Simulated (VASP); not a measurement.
# CuO (Cc) in VASP: further runs

The runs below take CuO through single point, with r2SCAN.

Program: VASP 6.6.1. These are calculated values, not measurements. Logs are shortened: lines on timing, memory, paths and dates and some standing lists are left out, and cuts for length are marked.

## 1. The cell of the first run

It takes space group Cc (No. 9, monoclinic). The conventional cell has a = 4.693 Å, b = 3.428 Å, c = 5.137 Å, α = 90.00°, β = 99.55°, γ = 90.00°. Cu (site symmetry 1) has 4 O at 1.89 to 2.04 Å within 2.5 Å. O (site symmetry 1) has 4 Cu at 1.89 to 2.04 Å within 2.5 Å.

## 2. Single point, r2SCAN

Input file POSCAR:

```
CuO
1.0
    2.3463500000     -1.7141500000      0.0000000000
    2.3463500000      1.7141500000      0.0000000000
   -0.8519200000      0.0000000000      5.0658700000
Cu O
2 2
Direct
    0.0033000000      0.4967000000      0.0000000000
    0.4967000000      0.0033000000      0.5000000000
    0.5719000000      0.4073000000      0.2602000000
    0.4073000000      0.5719000000      0.7602000000
```

Input file INCAR.step1:

```
SYSTEM = CuO
PREC = Accurate
ENCUT = 520
ISMEAR = -1
SIGMA = 0.05
LREAL = .False.
LASPH = .True.
NELM = 80
NBANDS = 25
GGA = PE
ALGO = Normal
EDIFF = 1E-4
LWAVE = .True.
LCHARG = .False.
```

Input file INCAR.step2:

```
SYSTEM = CuO
PREC = Accurate
ENCUT = 520
EDIFF = 1E-6
ISMEAR = -1
SIGMA = 0.05
LREAL = .False.
LASPH = .True.
NELM = 80
ALGO = Normal
ISIF = 2
LWAVE = .False.
LCHARG = .False.
METAGGA = R2SCAN
LMIXTAU = .True.
NBANDS = 25
ISTART = 1
```

Input file KPOINTS:

```
Automatic mesh
0
Gamma
  7 7 4
  0 0 0
```

Potentials or basis: VASP PAW PBE potentials, release 64 (Cu, O).

Launch:

```sh
cat potpaw_PBE.64/Cu/POTCAR potpaw_PBE.64/O/POTCAR > POTCAR
cp INCAR.step1 INCAR
mpirun -np 1 vasp_std > vasp.out
cp INCAR.step2 INCAR
mpirun -np 1 vasp_std > vasp.out
```

OUTCAR:

```text
SYSTEM = CuO
   PREC = Accurate
   ENCUT = 520
   EDIFF = 1E-6
   ISMEAR = -1
   LREAL = .False.
   LASPH = .True.
   NELM = 80
   ISIF = 2
   METAGGA = R2SCAN
   ISTART = 1

 ion  position               nearest neighbor table
   1  0.003  0.497  0.000-   4 1.89   3 1.96   4 1.96   3 2.04
   2  0.497  0.003  0.500-   3 1.89   4 1.96   3 1.96   4 2.04
   3  0.572  0.407  0.260-   2 1.89   1 1.96   2 1.96   1 2.04
   4  0.407  0.572  0.760-   1 1.89   2 1.96   1 1.96   2 2.04

  LATTYP: Found a base centered monoclinic cell.
 ALAT       =     4.6927000000
 B/A-ratio  =     0.7305602318
 C/A-ratio  =     1.0946797482
 COS(beta)  =    -0.1658398665

  Lattice vectors:

 A1 = (   2.3463500000,  -1.7141500000,   0.0000000000)
 A2 = (   2.3463500000,   1.7141500000,   0.0000000000)
 A3 = (  -0.8519200000,   0.0000000000,   5.0658700000)

Analysis of symmetry for initial positions (statically):
=====================================================================
 Subroutine PRICEL returns:
 Original cell was already a primitive cell.

 Routine SETGRP: Setting up the symmetry group for a
 base centered monoclinic supercell.

 Subroutine GETGRP returns: Found  2 space group operations
 (whereof  1 operations were pure point group operations)
 out of a pool of  4 trial point group operations.

The static configuration has the point symmetry C_1 .
 The point group associated with its full space group is C_1h.

Analysis of symmetry for dynamics (positions and initial velocities):
=====================================================================
 Subroutine PRICEL returns:
 Original cell was already a primitive cell.

 Routine SETGRP: Setting up the symmetry group for a
 base centered monoclinic supercell.

 Subroutine GETGRP returns: Found  2 space group operations
 (whereof  1 operations were pure point group operations)
 out of a pool of  4 trial point group operations.

The dynamic configuration has the point symmetry C_1 .
 The point group associated with its full space group is C_1h.

 Subroutine INISYM returns: Found  2 space group operations
 (whereof  1 operations are pure point group operations),
 and found     1 'primitive' translations

----------------------------------------------------------------------------------------

                                     Primitive cell

  volume of cell :      40.7498

  direct lattice vectors                    reciprocal lattice vectors
     2.346350000 -1.714150000  0.000000000     0.213096938 -0.291689759  0.035836203
     2.346350000  1.714150000  0.000000000     0.213096938  0.291689759  0.035836203
    -0.851920000  0.000000000  5.065870000     0.000000000  0.000000000  0.197399460

  length of vectors
     2.905799123  2.905799123  5.137003654     0.363011644  0.363011644  0.197399460

  position of ions in fractional coordinates (direct lattice)
     0.003300000  0.496700000  0.000000000
     0.496700000  0.003300000  0.500000000
     0.571900000  0.407300000  0.260200000
     0.407300000  0.571900000  0.760200000

  ion indices of the primitive-cell ions
   primitive index   ion index
                 1           1
                 2           2
                 3           3
                 4           4

----------------------------------------------------------------------------------------

 KPOINTS: Automatic mesh

Automatic generation of k-mesh.
 Grid dimensions read from file:
 generate k-points for:    7    7    4

 Generating k-lattice:

  Cartesian coordinates                     Fractional coordinates (reciprocal lattice)
     0.030442420 -0.041669966  0.005119458     0.142857143 -0.000000000  0.000000000
     0.030442420  0.041669966  0.005119458    -0.000000000  0.142857143  0.000000000
     0.000000000  0.000000000  0.049349865     0.000000000  0.000000000  0.250000000

  Length of vectors
     0.051858806  0.051858806  0.049349865

  Shift w.r.t. Gamma in fractional coordinates (k-lattice)
     0.000000000  0.000000000  0.000000000

 Subroutine IBZKPT returns following result:
 ===========================================

 Found     60 irreducible k-points:

 Following reciprocal coordinates:
            Coordinates               Weight
  0.000000  0.000000  0.000000      1.000000
  0.142857  0.000000  0.000000      4.000000
  0.285714  0.000000  0.000000      4.000000
  0.428571  0.000000  0.000000      4.000000
  0.142857  0.142857 -0.000000      2.000000
  0.285714  0.142857 -0.000000      4.000000
[... 16 lines left out ...]
 -0.142857 -0.000000  0.250000      4.000000
  0.142857  0.142857  0.250000      2.000000
 [... further k-points ...]
   k-points           NKPTS =     60   k-points in BZ     NKDIM =     60   number of bands    NBANDS=     25
   number of dos      NEDOS =    301   number of ions     NIONS =      4
   total plane-waves  NPLWV =  23040
   dimension x,y,z NGX =    24 NGY =   24 NGZ =   40
   dimension x,y,z NGXF=    48 NGYF=   48 NGZF=   80
   ions per type =               2   2
   NGX,Y,Z   is equivalent  to a cutoff of  13.73, 13.73, 12.94 a.u.
   NGXF,Y,Z  is equivalent  to a cutoff of  27.46, 27.46, 25.89 a.u.
 SYSTEM =  CuO
   PREC   = accura    normal or accurate (medium, high low for compatibility)
   ISTART =      1    job   : 0-new  1-cont  2-samecut
   ICHARG =      0    charge: 1-file 2-atom 10-const
   ISPIN  =      1    spin polarized calculation?
   LNONCOLLINEAR =      F non collinear calculations
   LSORBIT =      F    spin-orbit coupling
   LASPH  =      T    aspherical Exc in radial PAW
   ENCUT  =  520.0 eV  38.22 Ry    6.18 a.u.   5.40  5.40  9.55*2*pi/ulx,y,z
   NELM   =     80;   NELMIN=  2; NELMDL=  0     # of ELM steps
   EDIFF  = 0.1E-05   stopping-criterion for ELM
   LREAL  =      F    real-space projection
   EDIFFG = 0.1E-04   stopping-criterion for IOM
   NSW    =      0    number of steps for IOM
   IBRION =     -1    ionic relax: 0-MD 1-quasi-New 2-CG
   NFREE  =      0    steps in history (QN), initial steepest desc. (CG)
   ISIF   =      2    stress and relaxation
   ISYM   =      2    0-nonsym 1-usesym 2-fastsym
   POTIM  = 0.5000    time-step for ionic-motion
   TEBEG  =    0.0;   TEEND  =   0.0 temperature during run
   PSTRESS=    0.0 pullay stress
   NELECT =      34.0000    total number of electrons
   NUPDOWN=      -1.0000    fix difference up-down
   EMIN   =  10.00;   EMAX   =-10.00  energy-range for DOS
   EFERMI =   0.00;   METHOD = LEGACY
   ISMEAR =    -1;   SIGMA  =   0.05  broadening in eV -4-tet -1-fermi 0-gaus
   EFERMI_NEDOS =   21; number of points for ismear=-14 and -15
   IALGO  =     38    algorithm
   IMIX   =      4    mixing-type and parameters
     AMIX     =   0.40;   BMIX     =  1.00
     AMIX_MAG =   1.60;   BMIX_MAG =  1.00
  volume/ion in A,a.u.               =      10.19        68.75
  Fermi-wavevector in a.u.,A,eV,Ry     =   1.541201  2.912447 32.317921  2.375300
  Thomas-Fermi vector in A             =   2.647180
   LORBIT       =      0    0 simple, 1 ext, 2 COOP (PROOUT), +10 PAW based schemes
   METAGGA = R2SCAN    functional components
   LHFCALC =     F    Hartree Fock is set to
   AEXX    =    0.0000 exact exchange contribution
   IVDW    =     0    specifies the selected vdW correction
   LEPSILON=     F    determine dielectric tensor
   LRPA    =     F    only Hartree local field effects (RPA)
 non-spin polarized calculation
  energy-cutoff  :      520.00
  volume of cell :       40.75
 maximum number of plane-waves:      1129
 NGX is ok and might be reduce to    24
   NGX = 11   NGY = 11   NGZ = 19

 number of electron      34.0000000 magnetization

 Free energy of the ion-electron system (eV)
  ---------------------------------------------------
  ext. energy  EPLUGINS =         0.00000000
  ---------------------------------------------------
  free energy    TOTEN  =       -36.30529016 eV

  energy without entropy =      -36.28751703  energy(sigma->0) =      -36.29640359

 E-fermi :   5.4632     XC(G=0): -12.5827

 val. band max:        5.4388050575   @ k =   0.4286   0.2857   0.5000
 cond. band min:       5.4802664254   @ k =   0.1429   0.0000   0.0000
 fundamental gap:      0.0414613679
 Fermi energy:         5.4632042993

 k-point     1 :       0.0000    0.0000    0.0000
  band No.  band energies     occupation
      1     -15.5793      2.00000
      2     -14.3188      2.00000
      3      -2.8676      2.00000
      4      -0.2875      2.00000
      5       0.0713      2.00000
      6       1.8006      2.00000
[... 17 lines left out ...]
     24      22.5075      0.00000
     25      22.8482      0.00000

 k-point     2 :       0.1429    0.0000    0.0000
  band No.  band energies     occupation
      1     -15.4514      2.00000
      2     -14.2771      2.00000
      3      -2.6522      2.00000
      4      -0.3314      2.00000
      5       0.0196      2.00000
      6       0.7064      2.00000
[... 17 lines left out ...]
     24      21.7218      0.00000
     25      22.8672      0.00000

 k-point     3 :       0.2857    0.0000    0.0000
  band No.  band energies     occupation
      1     -15.1460      2.00000
      2     -14.1820      2.00000
      3      -2.1542      2.00000
      4      -0.8582      2.00000
      5      -0.4321      2.00000
      6       0.0436      2.00000
[... 17 lines left out ...]
     24      20.2524      0.00000
     25      22.3236      0.00000

 k-point     4 :       0.4286    0.0000    0.0000
  band No.  band energies     occupation
      1     -14.8787      2.00000
      2     -14.1052      2.00000
      3      -1.8540      2.00000
      4      -1.7083      2.00000
      5      -0.4944      2.00000
      6       0.0503      2.00000
[... 17 lines left out ...]
     24      19.0176      0.00000
     25      21.8577      0.00000
[... 477 lines left out ...]
 k-point    22 :      -0.2857   -0.0000    0.2500
  band No.  band energies     occupation
      1     -15.0411      2.00000
      2     -14.3162      2.00000
      3      -1.7938      2.00000
      4      -0.6818      2.00000
      5      -0.4501      2.00000
      6      -0.0218      2.00000
[... 17 lines left out ...]
     24      20.8572      0.00000
     25      22.7751      0.00000

 k-point    23 :      -0.1429   -0.0000    0.2500
  band No.  band energies     occupation
      1     -15.3178      2.00000
      2     -14.4552      2.00000
      3      -2.1702      2.00000
      4      -0.2741      2.00000
      5       0.0117      2.00000
      6       0.7505      2.00000
[... 17 lines left out ...]
     24      21.1492      0.00000
     25      23.2268      0.00000

 k-point    24 :       0.1429    0.1429    0.2500
  band No.  band energies     occupation
      1     -15.1958      2.00000
      2     -14.4894      2.00000
      3      -2.0169      2.00000
      4      -0.2011      2.00000
      5      -0.0930      2.00000
      6       0.6656      2.00000
[... 17 lines left out ...]
     24      21.2980      0.00000
     25      22.1602      0.00000

 [... further k-points ...]
[... 5 lines left out ...]
  --------------------------------------------------------------------------------------
  -------------------------------------------------------------------------------------
  Total       -0.0277575      0.1708852     -0.3208063      0.0000000      0.0000000     -0.4998500
  in kB       -1.0913543      6.7187624    -12.6132728      0.0000000      0.0000000    -19.6528079
  external PRESSURE =      -2.3286215 kB  Pullay stress =       0.0000000 kB

 VOLUME and BASIS-vectors are now :
 -----------------------------------------------------------------------------
  energy-cutoff  :      520.00
  volume of cell :       40.75
      direct lattice vectors                 reciprocal lattice vectors
     2.346350000 -1.714150000  0.000000000     0.213096938 -0.291689759  0.035836203
     2.346350000  1.714150000  0.000000000     0.213096938  0.291689759  0.035836203
    -0.851920000  0.000000000  5.065870000     0.000000000  0.000000000  0.197399460

 POSITION                                       TOTAL-FORCE (eV/Angst)
 -----------------------------------------------------------------------------------
      1.17318      0.84576      0.00000        -0.679743      0.293753      0.621932
      0.74722     -0.84576      2.53294        -0.679743     -0.293753      0.621932
      2.07588     -0.28215      1.31814         0.679743      0.368886     -0.621932
      1.64992      0.28215      3.85107         0.679743     -0.368886     -0.621932
 -----------------------------------------------------------------------------------
    total drift:                               -0.016948     -0.000000     -0.001283

  FREE ENERGIE OF THE ION-ELECTRON SYSTEM (eV)
  ---------------------------------------------------
  free  energy   TOTEN  =       -36.3052901634 eV

  energy  without entropy=      -36.2875170252  energy(sigma->0) =      -36.29640359
```

Run time: 3 min. Hardware: 1 thread of AMD EPYC 7R13 (Zen 3), shared host; peak memory 0.17 GiB.

What came out:

```
Free energy            : -36.3053 eV
Pressure               : -0.2 GPa
Largest force          : 0.992 eV/Å
Band gap on the k mesh : zero (band 17 reaches 5.73 eV, above the bottom of band 18 at 5.06 eV)
```

Forces in eV/Å, atoms in the order of the input:
```
Cu  -0.680  0.294  0.622
Cu  -0.680 -0.294  0.622
O    0.680  0.369 -0.622
O    0.680 -0.369 -0.622
```

Levels at points of the mesh, in eV from the Fermi level:
| k point | band 14 | band 15 | band 16 | band 17 | band 18 | band 19 | band 20 | band 21 |
| --- | --- | --- | --- | --- | --- | --- | --- | --- |
| (0.00, 0.00, 0.00) | -2.41 | -2.29 | -1.85 | 0.20 | 0.95 | 2.03 | 6.57 | 8.68 |
| (0.00, 0.00, 0.50) | -2.40 | -1.63 | -1.63 | 0.26 | 0.26 | 4.30 | 4.30 | 12.30 |

Caveat: the PAW data sets were made with another functional, which shifts forces and pressure a little; semilocal functionals often make such compounds metallic where correlation or magnetic order opens a gap, which also shifts bond lengths. With open d or f shells a metallic result of r2SCAN can be an artefact of self-interaction; +U or a hybrid may open a gap.

## 3. Single point, r2SCAN, collinear spin, ferromagnetic start

POSCAR is that of step 2.

Input file INCAR.step1:

```
PREC = Accurate
ENCUT = 520
ISMEAR = -1
SIGMA = 0.05
LREAL = F
LASPH = T
NELM = 150
ISPIN = 2
MAGMOM = 1 1 0 0
LMAXMIX = 4
NBANDS = 29
GGA = PE
ALGO = Normal
EDIFF = 1E-4
LWAVE = T
LCHARG = F
```

Input file INCAR.step2:

```
PREC = Accurate
ENCUT = 520
EDIFF = 1E-6
ISMEAR = -1
SIGMA = 0.05
LREAL = F
LASPH = T
NELM = 150
ALGO = Normal
ISIF = 2
LWAVE = F
LCHARG = F
ISPIN = 2
MAGMOM = 1 1 0 0
LORBIT = 11
LMAXMIX = 4
METAGGA = R2SCAN
LMIXTAU = T
NBANDS = 29
ISTART = 1
```

Input file KPOINTS:

```
regular mesh
0
Gamma
  7 7 4
```

Potentials or basis: VASP PAW PBE potentials, release 64 (Cu, O).

Launch:

```sh
cat potpaw_PBE.64/Cu/POTCAR potpaw_PBE.64/O/POTCAR > POTCAR
cp INCAR.step1 INCAR
mpirun -np 1 vasp_std > vasp.out
cp INCAR.step2 INCAR
mpirun -np 1 vasp_std > vasp.out
```

Run time: 6.6 min. Hardware: 1 thread of Intel Xeon Platinum 8259CL at 2.50GHz (Skylake/Cascade Lake), shared host; peak memory 0.26 GiB.

The run converged. Its results:

```yaml
Free_energy: -36.3053 eV
Pressure: -0.4 GPa
Largest_force: 0.993 eV/Å
Band_gap_on_the_k_mesh: zero (filled and empty bands overlap)
Net_moment: 0.00 μB per cell
Valence_electrons_inside_the_program's_atomic_spheres: Cu 9.93; O 4.99
```

Forces on the atoms (eV/Å):
```
Cu  -0.680  0.294  0.622
Cu  -0.680 -0.294  0.622
O    0.680  0.369 -0.622
O    0.680 -0.369 -0.622
```

Stress tensor (GPa, compression positive):
```
-0.28  0.00 -1.97
 0.00  0.50  0.00
-1.97  0.00 -1.43
```

Levels at points of the mesh, in eV from the Fermi level:
Spin up:
```tsv
k point	band 13	band 14	band 15	band 16	band 17	band 18	band 19	band 20	band 21	band 22
(0.00, 0.00, 0.00)	-2.48	-2.41	-2.29	-1.85	0.20	0.95	2.03	6.57	8.68	14.03
(0.00, 0.00, 0.50)	-2.40	-2.40	-1.63	-1.63	0.26	0.26	4.30	4.30	12.30	12.30
```
Spin down:
| k point | band 14 | band 15 | band 16 | band 17 | band 18 | band 19 | band 20 | band 21 |
| --- | --- | --- | --- | --- | --- | --- | --- | --- |
| (0.00, 0.00, 0.00) | -2.41 | -2.29 | -1.85 | 0.20 | 0.95 | 2.03 | 6.57 | 8.68 |
| (0.00, 0.00, 0.50) | -2.40 | -1.63 | -1.63 | 0.26 | 0.26 | 4.30 | 4.30 | 12.30 |

Caveat: the PAW data sets were made with another functional, which shifts forces and pressure a little; semilocal functionals often make such compounds metallic where correlation or magnetic order opens a gap, which also shifts bond lengths. With open d or f shells a metallic result of r2SCAN can be an artefact of self-interaction; +U or a hybrid may open a gap.

## 4. Single point, r2SCAN, collinear spin, ferromagnetic start

POSCAR is that of step 3.

Input file INCAR.step1:

```
SYSTEM = CuO
ALGO = Normal
EDIFF = 1E-4
ENCUT = 520
GGA = PE
ISMEAR = -1
ISPIN = 2
LASPH = .TRUE.
LCHARG = .FALSE.
LMAXMIX = 4
LREAL = .FALSE.
LWAVE = .TRUE.
MAGMOM = 0.7 0.7 0.35 0.35
NBANDS = 29
NELM = 150
PREC = Accurate
SIGMA = 0.05
```

Input file INCAR.step2:

```
SYSTEM = CuO
ALGO = Normal
EDIFF = 1E-6
ENCUT = 520
ISIF = 2
ISMEAR = -1
ISPIN = 2
ISTART = 1
LASPH = .TRUE.
LCHARG = .TRUE.
LELF = .TRUE.
LMAXMIX = 4
LMIXTAU = .TRUE.
LORBIT = 11
LREAL = .FALSE.
LVHAR = .TRUE.
LWAVE = .FALSE.
MAGMOM = 0.7 0.7 0.35 0.35
METAGGA = R2SCAN
NBANDS = 29
NELM = 150
PREC = Accurate
SIGMA = 0.05
```

Input file KPOINTS:

```
k-points
0
G
  7 7 4
  0 0 0
```

Launch:

```sh
cat potpaw_PBE.64/Cu/POTCAR potpaw_PBE.64/O/POTCAR > POTCAR
cp INCAR.step1 INCAR
mpirun -np 1 vasp_std > vasp.out
cp INCAR.step2 INCAR
mpirun -np 1 vasp_std > vasp.out
```

It took 7.8 min on 1 thread of Intel Xeon Platinum 8259CL at 2.50GHz (Skylake/Cascade Lake), shared host; peak memory 0.25 GiB.

It converged, with:

| Property | Result |
| --- | --- |
| Free energy | -36.3053 eV |
| Pressure | -0.3 GPa |
| Largest force | 0.993 eV/Å |
| Band gap on the k mesh | zero (filled and empty bands overlap) |
| Net moment | 0.00 μB per cell |
| Valence electrons inside the program's atomic spheres | Cu 9.93; O 4.99 |

Forces on the atoms (eV/Å):
```
Cu  -0.680  0.294  0.622
Cu  -0.680 -0.294  0.622
O    0.680  0.369 -0.622
O    0.680 -0.369 -0.622
```

Stress tensor (GPa, compression positive):
```
-0.18  0.00 -1.97
 0.00  0.60  0.00
-1.97  0.00 -1.33
```

Levels at points of the mesh, in eV from the Fermi level:
Spin up:
| k point | band 14 | band 15 | band 16 | band 17 | band 18 | band 19 | band 20 | band 21 |
| --- | --- | --- | --- | --- | --- | --- | --- | --- |
| (0.00, 0.00, 0.00) | -2.41 | -2.29 | -1.85 | 0.20 | 0.95 | 2.03 | 6.57 | 8.68 |
| (0.00, 0.00, 0.50) | -2.40 | -1.63 | -1.63 | 0.26 | 0.26 | 4.30 | 4.30 | 12.30 |
Spin down:
```csv
k point,band 15,band 16,band 17,band 18,band 19,band 20
"(0.00, 0.00, 0.00)",-2.29,-1.85,0.20,0.95,2.03,6.57
"(0.00, 0.00, 0.50)",-1.63,-1.63,0.26,0.26,4.30,4.30
```

Caveat: the PAW data sets were made with another functional, which shifts forces and pressure a little; semilocal functionals often make such compounds metallic where correlation or magnetic order opens a gap, which also shifts bond lengths.

(Continued in part 2 of 2.)
